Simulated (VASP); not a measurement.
Write the native input for VASP 6.6.1 that does the following.

| Property | Result |
| --- | --- |
| Task | density of states |
| Functional | PBE |
| Potentials or basis | VASP PAW PBE potentials, release 64 (Br) |
| Cutoff | 520 eV |
| k mesh | 16 × 16 × 16 |
| Occupations | fermi-dirac, width 0.08 eV |
| Spin | no spin polarisation |
| Dipole correction | no |
| k mesh for the DOS | 24 × 24 × 24 |
| Occupations for the DOS | tetrahedron |
| Further INCAR settings | ALGO = Normal; EDIFF = 1e-06 |

Br:

```
Br
1.0
    -1.88599    1.88599    1.88599
     1.88599   -1.88599    1.88599
     1.88599    1.88599   -1.88599
Br
1
Direct
  0.00000 0.00000 0.00000
```

These files were run (other wordings do the same):

POSCAR

```
Br
1.0
   -1.8859855710      1.8859855710      1.8859855710
    1.8859855710     -1.8859855710      1.8859855710
    1.8859855710      1.8859855710     -1.8859855710
Br
1
Direct
    0.0000000000      0.0000000000      0.0000000000
```

INCAR.step1

```
SYSTEM = Br
ALGO     = Normal         ! electronic algorithm
EDIFF    = 1E-6           ! SCF threshold, eV
ENCUT    = 520            ! plane-wave cutoff, eV
GGA      = PE             ! functional
ISIF     = 2              ! what is computed and relaxed
ISMEAR   = -1             ! smearing method
LASPH    = .TRUE.         ! aspherical terms in the spheres
LCHARG   = .TRUE.         ! write CHGCAR
LREAL    = .FALSE.        ! projectors in reciprocal space
LWAVE    = .FALSE.        ! write WAVECAR
NBANDS   = 10             ! bands
NELM     = 60             ! most SCF steps
PREC     = Accurate       ! precision mode
SIGMA    = 0.08           ! smearing width, eV
```

KPOINTS.step1

```
k-points
0
G
  16 16 16
  0 0 0
```

INCAR.step2

```
SYSTEM = Br
ALGO     = Normal         ! electronic algorithm
EDIFF    = 1E-6           ! SCF threshold, eV
ENCUT    = 520            ! plane-wave cutoff, eV
GGA      = PE             ! functional
ICHARG   = 11             ! starting density
ISIF     = 2              ! what is computed and relaxed
ISMEAR   = -5             ! smearing method
LASPH    = .TRUE.         ! aspherical terms in the spheres
LCHARG   = .FALSE.        ! write CHGCAR
LORBIT   = 11             ! projections on sites
LREAL    = .FALSE.        ! projectors in reciprocal space
LWAVE    = .FALSE.        ! write WAVECAR
NEDOS    = 1001           ! points of the DOS
NELM     = 60             ! most SCF steps
PREC     = Accurate       ! precision mode
SIGMA    = 0.08           ! smearing width, eV
```

KPOINTS.step2

```
k-points
0
G
  24 24 24
  0 0 0
```

Potentials or basis: VASP PAW PBE potentials, release 64 (Br).

The run is started by

```console
$ cat potpaw_PBE.64/Br/POTCAR > POTCAR
$ cp INCAR.step1 INCAR
$ cp KPOINTS.step1 KPOINTS
$ mpirun -np 1 vasp_std > vasp.out
$ cp INCAR.step2 INCAR
$ cp KPOINTS.step2 KPOINTS
$ mpirun -np 1 vasp_std > vasp.out
```

Results of the run:

```json
{
  "Valence electrons inside the program's atomic spheres": "Br 4.67"
}
```

Caveat: an odd number of electrons without spin polarisation forces a metal; a magnetic or distorted state may lie lower.

It took 24 s on 1 thread of Intel(R) Xeon(R) Platinum 8488C (Sapphire Rapids), on a shared host, peak memory 0.2 GiB.
